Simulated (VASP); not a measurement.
Input of a VASP 6.6.1 run:

INCAR

```
PREC = Accurate ; ENCUT = 520
EDIFF = 1E-7 ; ISMEAR = -1
SIGMA = 0.05 ; LREAL = False
LASPH = True ; NELM = 80
ALGO = Normal ; ISIF = 2
LWAVE = False ; LCHARG = True
LELF = True ; LVHAR = True
NBANDS = 16
```

KPOINTS

```
regular mesh
0
Gamma
  8 8 8
```

POSCAR

```
Al2Au
1.0
    0.0000000000      3.0588384673      3.0588384673
    3.0588384673      0.0000000000      3.0588384673
    3.0588384673      3.0588384673      0.0000000000
Au Al
1 2
Direct
    0.0000000000      0.0000000000      0.0000000000
    0.7500000000      0.7500000000      0.7500000000
    0.2500000000      0.2500000000      0.2500000000
```

Potentials or basis: VASP PAW LDA potentials, release 64 (Au, Al).

The run is started by

```bash
$ cat potpaw_LDA.64/Au/POTCAR potpaw_LDA.64/Al/POTCAR > POTCAR
$ mpirun -np 1 vasp_std > vasp.out
```

Q: Estimate the pressure.

A: -7.9 GPa.
